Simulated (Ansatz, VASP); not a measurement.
**NaI in VASP and in Ansatz**

INCAR

```
PREC = Accurate
ENCUT = 520
EDIFF = 1E-7
ISMEAR = 0
SIGMA = 0.02
LREAL = False
LASPH = True
NELM = 80
ALGO = Normal
ISIF = 2
LWAVE = False
LCHARG = False
GGA = PE
NBANDS = 14
```

KPOINTS

```
regular mesh
0
Gamma
  6 6 6
```

Contents of POSCAR:

```
NaI
1.0
    0.0441444960      3.0725087040      3.1028985000
    3.2043920040     -0.0474779880      3.1945209840
    3.1947475320      3.1544867160     -0.0378335160
Na I
1 1
Direct
    0.0195216908     -0.0197287109     -0.0094982079
    0.4804783092      0.5197287109      0.5094982079
```

Input for Ansatz:

```yaml
crystal:
  lattice:
    - [0.044144496, 3.072508704, 3.1028985]
    - [3.204392004, -0.047477988, 3.194520984]
    - [3.194747532, 3.154486716, -0.037833516]
  atoms:
    - { symbol: Na, position: [0.0195216908, -0.0197287109, -0.0094982079] }
    - { symbol: I, position: [0.4804783092, 0.5197287109, 0.5094982079] }
basis:
  ecutwfc: 420
kpoints:
  mp_grid: { grid: [6, 6, 6] }
hamiltonian:
  xc: pbe
scf:
  occupations: { method: gaussian, width: 0.02 }
output:
  forces: true
  stress: true
  eigenvalues: true
  populations: true
```

Change from the starting cell: all atoms moved at random, cell strained at random.

Alike in both runs: task single point; functional PBE; k mesh 6 × 6 × 6; occupations gaussian, width 0.02 eV; no spin polarisation.

```csv
,VASP,Ansatz
version,VASP 6.6.1,Ansatz 0.2.0
potentials or method,"VASP PAW PBE potentials, release 64 (Na_pv, I), cutoff 520 eV","scalar-relativistic, plane waves, PAW"
valence electrons in the cell,14,26
```

Ansatz gave:

| Property | Result |
| --- | --- |
| gap on the k mesh at the Fermi level (eV) | 3.73 |
| least direct gap on the mesh (eV) | 3.73 |
| pressure (GPa) | 2.1 |
| traceless stress, the component that is largest in VASP (GPa) | -0.39 |
| rms of the force components (eV/Å) | 0.147 |

Problem. Which values does VASP return?

Solution. gap on the k mesh at the Fermi level (eV): 3.72; least direct gap on the mesh (eV): 3.72; pressure (GPa): 2.1; traceless stress, the component that is largest in VASP (GPa): -0.39; rms of the force components (eV/Å): 0.148.

Atom by atom the forces differ by 0.001 eV/Å (rms over components). VASP's potentials hold 14 valence electrons a cell and Ansatz's 26, so a difference there can come from the potentials and not from the codes.

Neither program's run includes spin-orbit coupling.
